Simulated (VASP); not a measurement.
A run of VASP 6.6.1 is set up as follows.

The input INCAR:

```
PREC = Accurate
ENCUT = 520
EDIFF = 1E-6
ISMEAR = 0
SIGMA = 0.1
LREAL = F
LASPH = T
NELM = 80
ALGO = Normal
ISIF = 2
LWAVE = F
LCHARG = F
GGA = PE
NBANDS = 24
```

Contents of KPOINTS:

```
Automatic mesh
0
Gamma
  4 6 4
```

The input POSCAR:

```
RbRe
1.0
    4.0273433955      0.0000000000      0.0000000000
    0.0000000000      2.9776134112      0.0000000000
    0.0000000000      0.0000000000     11.1077900132
Rb Re
2 2
Direct
    0.7500000000      0.0000000000      0.7161849543
    0.2500000000      0.0000000000      0.2838150457
    0.7500000000      0.5000000000      0.0557436596
    0.2500000000      0.5000000000      0.9442563404
```

Potentials or basis: VASP PAW PBE potentials, release 64 (Rb_sv, Re).

Launch:

```console
$ cat potpaw_PBE.64/Rb_sv/POTCAR potpaw_PBE.64/Re/POTCAR > POTCAR
$ mpirun -np 1 vasp_std > vasp.out
```

Question: Estimate the band gap on the k mesh.

Answer: Zero (bands 16 and 17 overlap by 1.07 eV).

Question: Predict the largest force.

Answer: 0.214 eV/Å.

Question: What does it give for the pressure?

Answer: -0.4 GPa.

Stress tensor (GPa, compression positive):
```
-1.03  0.00  0.00
 0.00  0.07  0.00
 0.00  0.00 -0.32
```

Caveat: the k points lie up to 0.39 Å⁻¹ apart, too coarse for converged energies and pressures of a metal; spin-orbit coupling is left out, which moves the levels of the heavy elements.
